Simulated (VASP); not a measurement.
Set up this calculation in VASP 6.6.1, as the native input.

| Quantity | Value |
| --- | --- |
| Task | single point |
| Functional | PBE |
| Potentials or basis | VASP PAW PBE potentials, release 64 (Li_sv, Si, N) |
| Cutoff | 520 eV |
| k mesh | 14 × 14 × 4 |
| Occupations | gaussian, width 0.1 eV |
| Spin | no spin polarisation |
| Dipole correction | no |
| Further INCAR settings | ALGO = Normal; EDIFF = 1e-06; NBANDS = 22 |

The structure of LiSi3N2 lies in POSCAR:

```
LiSi3N2
1.0
    2.6668953119      0.0000000000      0.0000000000
    0.0000000000      2.6668953119      0.0000000000
    0.0000000000      0.0000000000      9.5546162518
Li Si N
1 3 2
Direct
    0.0000000000      0.0000000000      0.0000000000
    0.5000000000      0.5000000000      0.2488000312
    0.5000000000      0.5000000000      0.5000000000
    0.5000000000      0.5000000000      0.7511999688
    0.0000000000      0.0000000000      0.2084305544
    0.0000000000      0.0000000000      0.7915694456
```

The cell was generated, and may not be a known phase.

The input as run:

INCAR

```
  PREC = Accurate
  ENCUT = 520
  EDIFF = 1E-6
  ISMEAR = 0
  SIGMA = 0.1
  LREAL = False
  LASPH = True
  NELM = 80
  ALGO = Normal
  ISIF = 2
  LWAVE = False
  LCHARG = False
  GGA = PE
  NBANDS = 22
```

KPOINTS

```
Automatic mesh
0
Gamma
  14 14 4
```

Potentials or basis: VASP PAW PBE potentials, release 64 (Li_sv, Si, N).

Command:

```console
$ cat potpaw_PBE.64/Li_sv/POTCAR potpaw_PBE.64/Si/POTCAR potpaw_PBE.64/N/POTCAR > POTCAR
$ mpirun -np 1 vasp_std > vasp.out
```

Results of the run:

The largest force is 0.013 eV/Å. The band gap on the k mesh is zero (an odd number of electrons rules out a gap without spin polarisation).

Run time: 100 s on 1 thread of Intel(R) Xeon(R) 6975P-C (Granite Rapids) (shared host), peak memory 0.26 GiB.
